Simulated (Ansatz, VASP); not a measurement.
NbN in VASP and in Ansatz

```
Nb N
1.0
     0.00000    2.17787    2.17787
     2.17787    0.00000    2.17787
     2.17787    2.17787    0.00000
Nb N
1 1
Direct
  0.00000 0.00000 0.00000
  0.50000 0.50000 0.50000
```

Alike in both runs: functional LDA; k mesh 16 × 16 × 16; occupations gaussian, width 0.1 eV; no spin polarisation.

Ansatz relaxed the structure, and its values are those at the end. VASP's run is a single point on that final structure, the one shown.

|  | VASP | Ansatz |
| --- | --- | --- |
| version | VASP 6.6.1 | Ansatz 0.2.0 |
| potentials or method | VASP PAW LDA potentials, release 64 (Nb_sv, N), cutoff 600 eV | scalar-relativistic, plane waves, PAW |
| valence electrons in the cell | 18 | 18 |

```tsv
	VASP	Ansatz	Ansatz less VASP
gap on the k mesh at the Fermi level (eV)	none	none	-
pressure (GPa)	0.0	0.0	+0.02
```

Ansatz warns that its potentials were made for another functional, while VASP's fit it. LDA's correlation is that of Perdew and Zunger in VASP and of Perdew and Wang (1992) in Ansatz. A gap of «none» marks a metal or a gap that the smearing closes.
